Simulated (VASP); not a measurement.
Ti3Al (k06), 4 atoms in the cell. The structure is cubic, space group Fm-3m (No. 225). The conventional cell has a = 6.370 Å, b = 6.370 Å, c = 6.370 Å, α = 90.00°, β = 90.00°, γ = 90.00°. Within 3.6 Å of Ti (site symmetry -43m) lie 4 Al at 2.76 Å and 10 Ti at 2.76 to 3.18 Å. Ti (site symmetry m-3m) has 8 Ti at 2.76 Å and 6 Al at 3.18 Å within 3.6 Å. Within 3.6 Å of Al (site symmetry m-3m) lie 14 Ti at 2.76 to 3.18 Å. 

| Quantity | Value |
| --- | --- |
| Program | VASP 6.6.1 |
| Task | single point |
| Functional | PBEsol |
| Potentials or basis | VASP PAW PBE potentials, release 64 (Ti_sv, Al) |
| Cutoff | 520 eV |
| k mesh | 18 × 18 × 18 |
| Occupations | gaussian, width 0.1 eV |
| Spin | no spin polarisation |
| Dipole correction | no |
| Further INCAR settings | ALGO = Fast; EDIFF = 1e-06; NBANDS = 28 |

Potentials or basis: VASP PAW PBE potentials, release 64 (Ti_sv, Al).

Command:

```console
$ cat potpaw_PBE.64/Ti_sv/POTCAR potpaw_PBE.64/Al/POTCAR > POTCAR
$ mpirun -np 1 vasp_std > vasp.out
```

Hardware: 1 thread of Intel(R) Xeon(R) Platinum 8488C (Sapphire Rapids) (shared host).

Question: Estimate the wall time of this run.

Answer: Run time: 11 min on 1 thread of Intel(R) Xeon(R) Platinum 8488C (Sapphire Rapids), on a shared host, peak memory 0.42 GiB. Counts: scf iterations 35, k points 195.
